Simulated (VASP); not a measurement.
# Mg (P6_3/mmc) in VASP: further runs

Runs on Mg. Level: PBE. Tasks: single point.

Everything below comes from runs of VASP 6.6.1. Logs are shortened: lines on timing, memory, paths and dates and some standing lists are left out, and cuts for length are marked.

## 1. The cell of the first run

Symmetry: P6_3/mmc, No. 194, hexagonal system. Conventional cell: a = 2.453 Å, b = 2.453 Å, c = 3.965 Å, α = 90.00°, β = 90.00°, γ = 120.00°. Within 3.2 Å of Mg (site symmetry -6m2) lie 12 Mg at 2.44 to 2.45 Å.

## 2. Single point, PBE

The input, INCAR:

```
ALGO = Normal
EDIFF = 1E-6
ENCUT = 520
GGA = PE
ISIF = 2
ISMEAR = -1
LASPH = T
LCHARG = F
LREAL = F
LWAVE = F
NBANDS = 9
NELM = 100
PREC = Accurate
SIGMA = 0.1
```

The input, KPOINTS:

```
k-points
0
Gamma
  15 15 8
```

The input, POSCAR:

```
Mg
1.0
    2.4526022548      0.0000000000      0.0000000000
   -1.2263011274      2.1240158580      0.0000000000
    0.0000000000      0.0000000000      3.9648211643
Mg
2
Direct
    0.3333333333      0.6666666667      0.2500000000
    0.6666666667      0.3333333333      0.7500000000
```

Potentials or basis: VASP PAW PBE potentials, release 64 (Mg).

Command:

```sh
$ cat potpaw_PBE.64/Mg/POTCAR > POTCAR
$ mpirun -np 1 vasp_std > vasp.out
```

OUTCAR:

```text
EDIFF = 1E-6
   ENCUT = 520
   GGA = PE
   ISIF = 2
   ISMEAR = -1
   LASPH = T
   LREAL = F
   NELM = 100
   PREC = Accurate

 ion  position               nearest neighbor table
   1  0.333  0.667  0.250-   2 2.44   2 2.44   2 2.44   2 2.44   2 2.44   2 2.44   2 3.46   2 3.46
                             2 3.46   2 3.46   2 3.46   2 3.46
   2  0.667  0.333  0.750-   1 2.44   1 2.44   1 2.44   1 2.44   1 2.44   1 2.44   1 3.46   1 3.46
                             1 3.46   1 3.46   1 3.46   1 3.46

  LATTYP: Found a hexagonal cell.
 ALAT       =     2.4526022548
 C/A-ratio  =     1.6165773136

  Lattice vectors:

 A1 = (   2.4526022548,   0.0000000000,   0.0000000000)
 A2 = (  -1.2263011274,   2.1240158580,   0.0000000000)
 A3 = (   0.0000000000,   0.0000000000,   3.9648211643)

Analysis of symmetry for initial positions (statically):
=====================================================================
 Subroutine PRICEL returns:
 Original cell was already a primitive cell.

 Routine SETGRP: Setting up the symmetry group for a
 hexagonal supercell.

 Subroutine GETGRP returns: Found 24 space group operations
 (whereof 12 operations were pure point group operations)
 out of a pool of 24 trial point group operations.

The static configuration has the point symmetry D_3d.
 The point group associated with its full space group is D_6h.

Analysis of symmetry for dynamics (positions and initial velocities):
=====================================================================
 Subroutine PRICEL returns:
 Original cell was already a primitive cell.

 Routine SETGRP: Setting up the symmetry group for a
 hexagonal supercell.

 Subroutine GETGRP returns: Found 24 space group operations
 (whereof 12 operations were pure point group operations)
 out of a pool of 24 trial point group operations.

The dynamic configuration has the point symmetry D_3d.
 The point group associated with its full space group is D_6h.

 Subroutine INISYM returns: Found 24 space group operations
 (whereof 12 operations are pure point group operations),
 and found     1 'primitive' translations

----------------------------------------------------------------------------------------

                                     Primitive cell

  volume of cell :      20.6542

  direct lattice vectors                    reciprocal lattice vectors
     2.452602255  0.000000000  0.000000000     0.407730197  0.235403139  0.000000000
    -1.226301127  2.124015858  0.000000000     0.000000000  0.470806278  0.000000000
[... 90 lines left out ...]
   NFREE  =      0    steps in history (QN), initial steepest desc. (CG)
   ISIF   =      2    stress and relaxation
   ISYM   =      2    0-nonsym 1-usesym 2-fastsym
   POTIM  = 0.5000    time-step for ionic-motion
   TEBEG  =    0.0;   TEEND  =   0.0 temperature during run
   PSTRESS=    0.0 pullay stress
   NELECT =       4.0000    total number of electrons
   NUPDOWN=      -1.0000    fix difference up-down
   EMIN   =  10.00;   EMAX   =-10.00  energy-range for DOS
   EFERMI =   0.00;   METHOD = LEGACY
   ISMEAR =    -1;   SIGMA  =   0.10  broadening in eV -4-tet -1-fermi 0-gaus
   EFERMI_NEDOS =   21; number of points for ismear=-14 and -15
   IALGO  =     38    algorithm
   IMIX   =      4    mixing-type and parameters
     AMIX     =   0.40;   BMIX     =  1.00
     AMIX_MAG =   1.60;   BMIX_MAG =  1.00
  volume/ion in A,a.u.               =      10.33        69.69
  Fermi-wavevector in a.u.,A,eV,Ry     =   0.947164  1.789881 12.206062  0.897120
  Thomas-Fermi vector in A             =   2.075232
   LORBIT       =      0    0 simple, 1 ext, 2 COOP (PROOUT), +10 PAW based schemes
   GGA     = PE    functional components
   LHFCALC =     F    Hartree Fock is set to
   AEXX    =    0.0000 exact exchange contribution
   IVDW    =     0    specifies the selected vdW correction
   LEPSILON=     F    determine dielectric tensor
   LRPA    =     F    only Hartree local field effects (RPA)
 non-spin polarized calculation
  energy-cutoff  :      520.00
  volume of cell :       20.65
 maximum number of plane-waves:       574
   NGX =  9   NGY =  9   NGZ = 15

 number of electron       4.0000000 magnetization

 Free energy of the ion-electron system (eV)
  ---------------------------------------------------
  ext. energy  EPLUGINS =         0.00000000
  ---------------------------------------------------
  free energy    TOTEN  =         2.55738617 eV

  energy without entropy =        2.57235012  energy(sigma->0) =        2.56486814

 E-fermi :   8.5914     XC(G=0): -11.3883

 val. band max:        8.5887243624   @ k =   0.3333   0.1333   0.0000
 cond. band min:       8.5927810280   @ k =   0.4000   0.1333   0.3750
 fundamental gap:      0.0040566656
 Fermi energy:         8.5913589683

 k-point     1 :       0.0000    0.0000    0.0000
  band No.  band energies     occupation
      1      -2.4495      2.00000
      2       5.7128      2.00000
      3       7.3747      1.99999
      4      24.7893      0.00000
      5      24.7893      0.00000
      6      25.9445      0.00000
      7      26.9020      0.00000
      8      26.9020      0.00000
      9      30.5343      0.00000
[... 265 lines left out ...]
 k-point    24 :       0.4000    0.2000    0.0000
  band No.  band energies     occupation
      1       5.7281      2.00000
      2       6.6011      2.00000
      3      11.0300      0.00000
      4      12.4666      0.00000
      5      13.7561      0.00000
      6      15.6189      0.00000
      7      18.7495      0.00000
      8      20.9855      0.00000
      9      25.1355      0.00000

 [... further k-points ...]

------------------------ aborting loop because EDIFF is reached ----------------------------------------

  FORCE on cell =-STRESS in cart. coord.  units (eV):
  Direction    XX          YY          ZZ          XY          YZ          ZX
  --------------------------------------------------------------------------------------
  -------------------------------------------------------------------------------------
  Total       17.6935268     17.6935268     17.7065028      0.0000000      0.0000000      0.0000000
  in kB     1372.5131352   1372.5131351   1373.5197035      0.0000000      0.0000000      0.0000000
  external PRESSURE =    1372.8486579 kB  Pullay stress =       0.0000000 kB

 VOLUME and BASIS-vectors are now :
 -----------------------------------------------------------------------------
  energy-cutoff  :      520.00
  volume of cell :       20.65
      direct lattice vectors                 reciprocal lattice vectors
     2.452602255  0.000000000  0.000000000     0.407730197  0.235403139  0.000000000
    -1.226301127  2.124015858  0.000000000     0.000000000  0.470806278  0.000000000
     0.000000000  0.000000000  3.964821164     0.000000000  0.000000000  0.252218186

 POSITION                                       TOTAL-FORCE (eV/Angst)
 -----------------------------------------------------------------------------------
     -0.00000      1.41601      0.99121        -0.000000      0.000000      0.000000
      1.22630      0.70801      2.97362         0.000000     -0.000000      0.000000
 -----------------------------------------------------------------------------------
    total drift:                               -0.000000      0.000000     -0.000000

  FREE ENERGIE OF THE ION-ELECTRON SYSTEM (eV)
  ---------------------------------------------------
  free  energy   TOTEN  =         2.5573861677 eV

  energy  without entropy=        2.5723501183  energy(sigma->0) =        2.56486814
```

stdout:

```text
POSCAR found type information on POSCAR Mg
 POSCAR found :  1 types and       2 ions
 scaLAPACK will be used
 LDA part: xc-table for (Slater+PW92), standard interpolation
 POSCAR, INCAR and KPOINTS ok, starting setup
 FFT: planning ... GRIDC
 FFT: planning ... GRID_SOFT
 FFT: planning ... GRID
 WAVECAR not read
 entering main loop
```

Run time: 10 s. Hardware: 1 thread of Intel Xeon Platinum 8559C (Emerald Rapids), shared host; peak memory 0.14 GiB.

What came out:

- Free energy: 2.5574 eV
- Pressure: 137.3 GPa
- Band gap on the k mesh: zero (band 2 reaches 9.78 eV, above the bottom of band 3 at 7.37 eV)

## 3. Single point, PBE

This run uses another cell than the first one, of 11.93 Å³/atom, 1.156 times its volume.

The input, INCAR:

```
SYSTEM = Mg
PREC = Accurate
ENCUT = 520
EDIFF = 1E-6
ISMEAR = -1
SIGMA = 0.1
LREAL = .FALSE.
LASPH = .TRUE.
NELM = 80
ALGO = Normal
ISIF = 2
LWAVE = .FALSE.
LCHARG = .TRUE.
GGA = PE
LELF = .TRUE.
LVHAR = .TRUE.
NBANDS = 9
```

The input, KPOINTS:

```
regular mesh
0
G
  15 15 8
  0 0 0
```

The input, POSCAR:

```
Mg
1.0
    2.5771925003      0.0000000000      0.0000000000
   -1.2885962502      2.2319141757      0.0000000000
    0.0000000000      0.0000000000      4.1493011985
Mg
2
Direct
    0.3333333333      0.6666666667      0.2500000000
    0.6666666667      0.3333333333      0.7500000000
```

Potentials or basis: VASP PAW PBE potentials, release 64 (Mg).

Command:

```sh
$ cat potpaw_PBE.64/Mg/POTCAR > POTCAR
$ mpirun -np 1 vasp_std > vasp.out
```

OUTCAR:

```text
SYSTEM = Mg
   PREC = Accurate
   ENCUT = 520
   EDIFF = 1E-6
   ISMEAR = -1
   LREAL = .FALSE.
   LASPH = .TRUE.
   NELM = 80
   ISIF = 2
   GGA = PE

 ion  position               nearest neighbor table
   1  0.333  0.667  0.250-   2 2.55   2 2.55   2 2.55   2 2.55   2 2.55   2 2.55   2 3.63   2 3.63
                             2 3.63   2 3.63   2 3.63   2 3.63
   2  0.667  0.333  0.750-   1 2.55   1 2.55   1 2.55   1 2.55   1 2.55   1 2.55   1 3.63   1 3.63
                             1 3.63   1 3.63   1 3.63   1 3.63

  LATTYP: Found a hexagonal cell.
 ALAT       =     2.5771925003
 C/A-ratio  =     1.6100082543

  Lattice vectors:

 A1 = (   2.5771925003,   0.0000000000,   0.0000000000)
 A2 = (  -1.2885962502,   2.2319141757,   0.0000000000)
 A3 = (   0.0000000000,   0.0000000000,   4.1493011985)

Analysis of symmetry for initial positions (statically):
=====================================================================
 Subroutine PRICEL returns:
 Original cell was already a primitive cell.

 Routine SETGRP: Setting up the symmetry group for a
 hexagonal supercell.

 Subroutine GETGRP returns: Found 24 space group operations
 (whereof 12 operations were pure point group operations)
 out of a pool of 24 trial point group operations.
[... 175 lines left out ...]
      2       4.5235      2.00000
      3       6.0292      1.99998
      4      22.2672      0.00000
      5      22.2672      0.00000
      6      23.4531      0.00000
      7      23.9646      0.00000
      8      23.9646      0.00000
      9      27.6468      0.00000
[... 265 lines left out ...]
 k-point    24 :       0.4000    0.2000    0.0000
  band No.  band energies     occupation
      1       4.5295      2.00000
      2       5.2225      2.00000
      3       9.5043      0.00000
      4      11.1111      0.00000
      5      11.9157      0.00000
      6      13.5185      0.00000
      7      16.7149      0.00000
      8      17.9469      0.00000
      9      21.8210      0.00000

 [... further k-points ...]

------------------------ aborting loop because EDIFF is reached ----------------------------------------

  FORCE on cell =-STRESS in cart. coord.  units (eV):
  Direction    XX          YY          ZZ          XY          YZ          ZX
  --------------------------------------------------------------------------------------
  -------------------------------------------------------------------------------------
  Total       12.6449200     12.6449200     12.7408285     -0.0000000     -0.0000000      0.0000000
  in kB      848.8429720    848.8429720    855.2812332     -0.0000000     -0.0000000      0.0000000
  external PRESSURE =     850.9890590 kB  Pullay stress =       0.0000000 kB

 VOLUME and BASIS-vectors are now :
 -----------------------------------------------------------------------------
  energy-cutoff  :      520.00
  volume of cell :       23.87
      direct lattice vectors                 reciprocal lattice vectors
     2.577192500  0.000000000  0.000000000     0.388019133  0.224022951  0.000000000
    -1.288596250  2.231914176  0.000000000     0.000000000  0.448045902  0.000000000
     0.000000000  0.000000000  4.149301198     0.000000000  0.000000000  0.241004437

 POSITION                                       TOTAL-FORCE (eV/Angst)
 -----------------------------------------------------------------------------------
     -0.00000      1.48794      1.03733         0.000000     -0.000000      0.000000
      1.28860      0.74397      3.11198        -0.000000      0.000000      0.000000
 -----------------------------------------------------------------------------------
    total drift:                               -0.000000      0.000000     -0.000000

  FREE ENERGIE OF THE ION-ELECTRON SYSTEM (eV)
  ---------------------------------------------------
  free  energy   TOTEN  =         0.3735741606 eV

  energy  without entropy=        0.3886962331  energy(sigma->0) =        0.38113520
```

OSZICAR:

```text
N       E                     dE             d eps       ncg     rms          rms(c)
DAV:   1     0.437457973939E+01    0.43746E+01   -0.15300E+03  2430   0.344E+02
DAV:   2     0.320999681397E+00   -0.40536E+01   -0.39304E+01  3383   0.377E+01
DAV:   3     0.276146980097E+00   -0.44853E-01   -0.44684E-01  3073   0.336E+00
DAV:   4     0.276028197723E+00   -0.11878E-03   -0.11878E-03  3052   0.170E-01
DAV:   5     0.276027650146E+00   -0.54758E-06   -0.54672E-06  2919   0.102E-02    0.112E+00
DAV:   6     0.336287577895E+00    0.60260E-01   -0.16868E-03  2813   0.279E-01    0.714E-01
DAV:   7     0.373044806240E+00    0.36757E-01   -0.36961E-03  2698   0.448E-01    0.282E-02
DAV:   8     0.373543210244E+00    0.49840E-03   -0.81663E-05  2609   0.588E-02    0.776E-03
DAV:   9     0.373575041469E+00    0.31831E-04   -0.10109E-05  2782   0.210E-02    0.126E-03
DAV:  10     0.373574160571E+00   -0.88090E-06   -0.43406E-07  1659   0.428E-03
   1 F= 0.37357416E+00 E0= 0.38113520E+00  d E =-.151221E-01
```

Run time: 11 s. Hardware: 1 thread of Intel Xeon Platinum 8559C (Emerald Rapids), shared host; peak memory 0.15 GiB.

Results:

```
Free energy            : 0.3736 eV
Pressure               : 85.1 GPa
Band gap on the k mesh : zero (band 2 reaches 8.27 eV, above the bottom of band 3 at 6.03 eV)
```

## 4. Single point, PBE

This run uses another cell than the first one, of 13.77 Å³/atom, 1.333 times its volume.

The input, INCAR:

```
SYSTEM = Mg
ALGO = Normal
EDIFF = 1E-6
ENCUT = 520
GGA = PE
ISIF = 2
ISMEAR = -1
LASPH = .True.
LCHARG = .False.
LREAL = .False.
LWAVE = .False.
NBANDS = 9
NELM = 80
PREC = Accurate
SIGMA = 0.1
```

The input, KPOINTS:

```
k-points
0
Gamma
  15 15 8
  0 0 0
```

The input, POSCAR:

```
Mg
1.0
    2.7032535520      0.0000000000      0.0000000000
   -1.3516267760      2.3410862489      0.0000000000
    0.0000000000      0.0000000000      4.3515404145
Mg
2
Direct
    0.3333333333      0.6666666667      0.2500000000
    0.6666666667      0.3333333333      0.7500000000
```

Command:

```sh
$ cat potpaw_PBE.64/Mg/POTCAR > POTCAR
$ mpirun -np 1 vasp_std > vasp.out
```

It took 13 s on 1 thread of Intel Xeon Platinum 8559C (Emerald Rapids), shared host; peak memory 0.15 GiB.

The run converged. Its results:

| Property | Result |
| --- | --- |
| Free energy | -1.1429 eV |
| Pressure | 50.4 GPa |
| Band gap on the k mesh | zero (band 2 reaches 6.98 eV, above the bottom of band 3 at 4.82 eV) |

Stress tensor (GPa, compression positive):
```
50.33  0.00  0.00
 0.00 50.33  0.00
 0.00  0.00 50.42
```

Levels at points of the mesh, in eV from the Fermi level:
| k point | band 1 | band 2 | band 3 | band 4 | band 5 | band 6 |
| --- | --- | --- | --- | --- | --- | --- |
| (0.00, 0.00, 0.00) | -9.42 | -2.46 | -1.15 | 14.08 | 14.08 | 15.21 |
| (0.00, 0.00, 0.50) | -7.45 | -7.45 | 6.89 | 6.89 | 14.89 | 14.89 |

## 5. Single point, PBE

This run uses another cell than the first one, of 15.61 Å³/atom, 1.511 times its volume.

The input, INCAR:

```
SYSTEM = Mg
PREC     = Accurate       ! precision mode
ENCUT    = 520            ! plane-wave cutoff, eV
EDIFF    = 1E-7           ! SCF threshold, eV
ISMEAR   = -1             ! smearing method
SIGMA    = 0.1            ! smearing width, eV
LREAL    = .FALSE.        ! projectors in reciprocal space
LASPH    = .TRUE.         ! aspherical terms in the spheres
NELM     = 100            ! most SCF steps
ALGO     = Normal         ! electronic algorithm
ISIF     = 2              ! what is computed and relaxed
LWAVE    = .FALSE.        ! write WAVECAR
LCHARG   = .FALSE.        ! write CHGCAR
GGA      = PE             ! functional
NBANDS   = 9              ! bands
```

The input, KPOINTS:

```
regular mesh
0
G
  15 15 8
  0 0 0
```

The input, POSCAR:

```
Mg
1.0
    2.8188120292      0.0000000000      0.0000000000
   -1.4094060146      2.4411628258      0.0000000000
    0.0000000000      0.0000000000      4.5356759186
Mg
2
Direct
    0.3333333333      0.6666666667      0.2500000000
    0.6666666667      0.3333333333      0.7500000000
```

Command:

```sh
$ cat potpaw_PBE.64/Mg/POTCAR > POTCAR
$ mpirun -np 1 vasp_std > vasp.out
```

It took 14 s on 1 thread of Intel Xeon Platinum 8559C (Emerald Rapids), shared host; peak memory 0.17 GiB.

The run converged. Its results:

| Item | Value |
| --- | --- |
| Free energy | -2.0417 eV |
| Pressure | 29.8 GPa |
| Band gap on the k mesh | zero (band 2 reaches 5.99 eV, above the bottom of band 3 at 3.87 eV) |

Levels at points of the mesh, in eV from the Fermi level:
```csv
k point,band 1,band 2,band 3,band 4,band 5,band 6,band 7
"(0.00, 0.00, 0.00)",-8.76,-2.26,-1.14,13.23,13.23,14.21,14.21
"(0.00, 0.00, 0.50)",-6.94,-6.94,6.45,6.45,14.03,14.03,14.03
```

## 6. Overview

| cell | gap on the mesh (eV) | pressure (GPa) |
| --- | --- | --- |
| a = 2.453, b = 2.453, c = 3.965 Å, angles 90.0, 90.0, 120.0°, 2 atoms | none | 137.3 |
| a = 2.577, b = 2.577, c = 4.149 Å, angles 90.0, 90.0, 120.0°, 2 atoms | none | 85.1 |
| a = 2.703, b = 2.703, c = 4.352 Å, angles 90.0, 90.0, 120.0°, 2 atoms | none | 50.4 |
| a = 2.819, b = 2.819, c = 4.536 Å, angles 90.0, 90.0, 120.0°, 2 atoms | none | 29.8 |

Alike in all rows: task single point; level PBE; potentials or basis VASP PAW PBE potentials, release 64 (Mg); no spin polarisation; k mesh 15 × 15 × 8; cutoff (eV) 520; smearing fermi-dirac 0.1 eV.

Total energies depend on the potentials used, so only differences within one code and one set of settings carry meaning.
